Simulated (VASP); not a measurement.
Li8H7F:

```
H F Li
1.0
     7.96657    0.00000    0.00000
     0.00000    7.96657    0.00000
     0.00000    0.00000    7.96657
H F Li
28 4 32
Cartesian
  1.9481 0.0107 0.0330
  1.9988 7.9655 4.0306
  2.0073 4.0108 0.0060
  2.0155 3.9730 3.9310
  5.9376 7.9410 0.0223
  5.9965 7.9470 4.0028
  5.9358 3.9799 0.0305
  7.9614 1.9745 7.9647
  7.9649 1.9485 3.9549
  0.0274 5.9455 0.0017
  7.9175 5.9899 3.9930
  4.0018 1.9818 0.0272
  3.9752 5.9571 0.0177
  3.9990 5.9995 3.9661
  7.9633 7.9451 2.0301
  7.9610 0.0041 5.9809
  0.0022 3.9544 1.9926
  7.9186 3.9751 5.9243
  3.9554 7.9489 1.9867
  3.9689 0.0174 5.9936
  3.9615 3.9555 1.9972
  3.9922 3.9869 5.8974
  1.9976 5.9584 2.0045
  2.0151 5.9439 5.9607
  5.9660 2.0029 1.9727
  5.9481 1.9902 5.9400
  5.9525 5.9799 2.0394
  5.9785 5.9997 5.9899
  5.9829 3.9705 3.9867
  4.0078 1.9855 3.9911
  1.9911 1.9832 1.9895
  1.9849 2.0100 5.9751
  0.0080 7.9607 7.9653
  7.9645 0.0406 3.9819
  7.9388 4.0067 7.9573
  0.0540 4.0027 3.9760
  3.9924 0.0323 0.0180
  4.0189 0.0150 3.9908
  3.9721 3.9764 7.9526
  3.9902 3.9693 3.9516
  1.9979 2.0025 7.9293
  1.9574 1.9672 3.9432
  2.0222 5.9858 7.9511
  1.9868 5.9921 3.9788
  5.9707 2.0083 7.9551
  5.9700 1.9967 4.0413
  5.9484 5.9782 0.0161
  5.9997 5.9646 3.9786
  1.9848 7.9613 1.9840
  2.0175 7.9657 5.9801
  2.0012 3.9590 1.9509
  1.9828 3.9792 5.9563
  5.9624 7.9602 1.9774
  5.9634 7.9594 5.9949
  5.9620 3.9528 1.9895
  5.9521 4.0436 5.9695
  0.0198 1.9993 1.9743
  7.9438 2.0161 5.9455
  0.0032 5.9819 2.0125
  7.9447 5.9867 5.9132
  3.9824 1.9913 1.9982
  3.9696 1.9485 5.9804
  3.9793 5.9785 1.9747
  3.9940 5.9476 5.9738
```

```yaml
Program: VASP 6.6.1
Task: relaxation of volume and atoms at fixed shape
Functional: PBEsol
Potentials_or_basis: VASP PAW PBE potentials, release 64 (H, F, Li_sv)
Cutoff: 600 eV
k_mesh: 1 × 1 × 1, shifted
Occupations: fermi-dirac, width 0.05 eV
Spin: no spin polarisation
```

At the start: pressure 0.1 GPa; volume 7.90 Å³/atom.

Question: Where does the relaxation end?

Answer: Over 7 steps the energy falls by 2.6 meV/atom; space group P1 (No. 1, to 0.1 Å) before, Pm (No. 6, to 0.1 Å).

Step by step:
| step | energy change (eV) | largest force (eV/Å) | pressure (GPa) | volume (Å³) |
| --- | --- | --- | --- | --- |
| 1 | 0.0000 | 0.2842 | 0.06 | 505.61 |
| 2 | -0.0507 | 0.2270 | 0.02 | 505.81 |
| 3 | -0.1336 | 0.1034 | -0.04 | 506.42 |
| 4 | -0.1382 | 0.1375 | -0.06 | 506.60 |
| 5 | -0.1536 | 0.0811 | -0.05 | 506.31 |
| 6 | -0.1620 | 0.0536 | -0.03 | 505.89 |
| 7 | -0.1642 | 0.0229 | -0.01 | 505.62 |

Final structure:
```
CELL_PARAMETERS angstrom
7.96661 0.00000 0.00000
0.00000 7.96661 0.00000
0.00000 0.00000 7.96661
ATOMIC_POSITIONS crystal
H 0.24921 0.99803 0.99971
H 0.24922 0.99719 0.50025
H 0.24941 0.50126 0.99838
H 0.24895 0.50230 0.49833
H 0.74977 0.99918 0.00098
H 0.75050 0.99918 0.50076
H 0.74941 0.50074 0.99963
H 0.99796 0.25004 0.99902
H 0.99892 0.24927 0.49930
H 0.99933 0.75007 0.99998
H 0.00074 0.75074 0.49953
H 0.50049 0.24981 0.99931
H 0.49957 0.74979 0.00006
H 0.50004 0.75091 0.49962
H 0.99869 0.99835 0.24979
H 0.99873 0.99900 0.75078
H 0.99970 0.50059 0.24801
H 0.99925 0.50148 0.74964
H 0.50059 0.99766 0.24961
H 0.50057 0.99784 0.75190
H 0.49999 0.50113 0.24758
H 0.49979 0.50195 0.75054
H 0.24961 0.74985 0.24954
H 0.24983 0.75003 0.74937
H 0.75061 0.24827 0.24841
H 0.75021 0.24906 0.75201
H 0.74974 0.75030 0.24941
H 0.74952 0.75100 0.75120
F 0.74883 0.49945 0.49903
F 0.49953 0.25000 0.49940
F 0.24991 0.24914 0.24945
F 0.24994 0.24984 0.74865
Li 0.99803 0.99812 0.00000
Li 0.99851 0.99835 0.50040
Li 0.99818 0.50162 0.99884
Li 0.99820 0.50113 0.49855
Li 0.50054 0.99820 0.00042
Li 0.50124 0.99903 0.50040
Li 0.50089 0.50117 0.99931
Li 0.50113 0.50010 0.49878
Li 0.24926 0.25013 0.99939
Li 0.25084 0.24936 0.49941
Li 0.24988 0.74955 0.99928
Li 0.25040 0.75025 0.49948
Li 0.74934 0.24991 0.99957
Li 0.74948 0.25048 0.49976
Li 0.74910 0.74984 0.00088
Li 0.74971 0.74949 0.49975
Li 0.24898 0.99965 0.24978
Li 0.24910 0.00029 0.75068
Li 0.24945 0.49939 0.24836
Li 0.24932 0.49994 0.74876
Li 0.75050 0.99923 0.24993
Li 0.74999 0.99904 0.75186
Li 0.75015 0.50013 0.24973
Li 0.74978 0.50105 0.74923
Li 0.00089 0.24860 0.24838
Li 0.00081 0.24979 0.75026
Li 0.00052 0.75031 0.24929
Li 0.00050 0.75071 0.75048
Li 0.49835 0.24851 0.24938
Li 0.49839 0.24969 0.74961
Li 0.49898 0.75025 0.24916
Li 0.49918 0.75107 0.75063
```

Caveat: the cutoff is under 1.25 times the usual one of these potentials, so pressure, stress and relaxed cells hold a basis-set (Pulay) error; the PAW data sets were made with another functional, which shifts forces and pressure a little.
